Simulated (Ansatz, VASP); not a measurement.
**Two plane-wave programs on Sn3Te2O**

Contents of INCAR:

```
PREC = Accurate
ENCUT = 520
EDIFF = 1E-6
ISMEAR = 0
SIGMA = 0.1
LREAL = F
LASPH = T
NELM = 60
ALGO = Normal
ISIF = 2
LWAVE = F
LCHARG = T
GGA = PE
LELF = T
LVHAR = T
NBANDS = 39
```

KPOINTS

```
Automatic mesh
0
Gamma
  3 3 4
```

File POSCAR:

```
Sn3Te2O
1.0
    6.7403571100      0.0000000000      0.0000000000
   -3.3701785600      5.8373204900      0.0000000000
    0.0000000000      0.0000000000      3.8822860300
Sn Te O
3 2 1
Direct
    0.5000000000      0.0000000000      0.5000000000
    0.5000000000      0.5000000000      0.5000000000
    0.0000000000      0.5000000000      0.5000000000
    0.3333333300      0.6666666700      0.0000000000
    0.6666666700      0.3333333300      0.0000000000
    0.0000000000      0.0000000000      0.0000000000
```

Input for Ansatz:

```yaml
crystal:
  lattice:
    - [6.74035711, 0.0, 0.0]
    - [-3.37017856, 5.83732049, 0.0]
    - [0.0, 0.0, 3.88228603]
  atoms:
    - { symbol: Sn, position: [0.5, 0.0, 0.5] }
    - { symbol: Sn, position: [0.5, 0.5, 0.5] }
    - { symbol: Sn, position: [0.0, 0.5, 0.5] }
    - { symbol: Te, position: [0.33333333, 0.66666667, 0.0] }
    - { symbol: Te, position: [0.66666667, 0.33333333, 0.0] }
    - { symbol: O, position: [0.0, 0.0, 0.0] }
basis:
  ecutwfc: 420
kpoints:
  mp_grid: { grid: [3, 3, 4] }
hamiltonian:
  xc: pbe
scf:
  occupations: { method: gaussian, width: 0.1 }
  lower_state_search: "off"
output:
  forces: true
  stress: true
  eigenvalues: true
```

Change from the starting cell: species swapped into the GdB2Rh3 type (P6/mmm, No. 191).

Alike in both runs: task single point; functional PBE; k mesh 3 × 3 × 4; occupations gaussian, width 0.1 eV; no spin polarisation.

```csv
,VASP,Ansatz
version,VASP 6.6.1,Ansatz 0.2.0
potentials or method,"VASP PAW PBE potentials, release 64 (Sn_d, Te, O), cutoff 520 eV","scalar-relativistic, plane waves, PAW"
valence electrons in the cell,60,80
```

```tsv
	VASP	Ansatz	Ansatz less VASP
gap on the k mesh at the Fermi level (eV)	none	none	-
pressure (GPa)	21.1	21.1	+0.02
traceless stress, the component that is largest in VASP (GPa)	12.06	12.01	-0.050
```

A gap of «none» marks a metal or a gap that the smearing closes. With one functional, cell and mesh, what is left measures potentials, basis and numerics. VASP's potentials hold 60 valence electrons a cell and Ansatz's 80, so a difference there can come from the potentials and not from the codes.

The k mesh is coarse, so the values compare programs but aren't converged. Neither program's run includes spin-orbit coupling.
